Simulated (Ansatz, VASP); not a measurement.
Sn3TeO2 in VASP and in Ansatz

```
Sn Te O
1.0
     6.31248    0.00000    0.00000
    -3.15624    5.46677    0.00000
     0.00000    0.00000    4.11729
Sn Te O
3 1 2
Direct
  0.50000 0.50000 0.50000
  0.50000 0.00000 0.50000
  0.00000 0.50000 0.50000
  0.00000 0.00000 0.00000
  0.66667 0.33333 0.00000
  0.33333 0.66667 0.00000
```

Change from the starting cell: species swapped into the YSi2Ru3 type (P6/mmm, No. 191).

Alike in both runs: task single point; functional PBE; k mesh 3 × 3 × 4; occupations gaussian, width 0.1 eV; no spin polarisation.

|  | VASP | Ansatz |
| --- | --- | --- |
| version | VASP 6.6.1 | Ansatz 0.2.0 |
| potentials or method | VASP PAW PBE potentials, release 64 (Sn_d, Te, O), cutoff 520 eV | scalar-relativistic, plane waves, PAW |
| valence electrons in the cell | 60 | 70 |

Ansatz gave:

| Item | Value |
| --- | --- |
| gap on the k mesh at the Fermi level (eV) | none |
| pressure (GPa) | -7.1 |
| traceless stress, the component that is largest in VASP (GPa) | -13.42 |

What did VASP give for the same quantities?

gap on the k mesh at the Fermi level (eV): none; pressure (GPa): -7.1; traceless stress, the component that is largest in VASP (GPa): -13.40.

A gap of «none» marks a metal or a gap that the smearing closes. VASP's potentials hold 60 valence electrons a cell and Ansatz's 70, so a difference there can come from the potentials and not from the codes.

The k mesh is coarse, so the values compare programs but aren't converged. Neither program's run includes spin-orbit coupling.
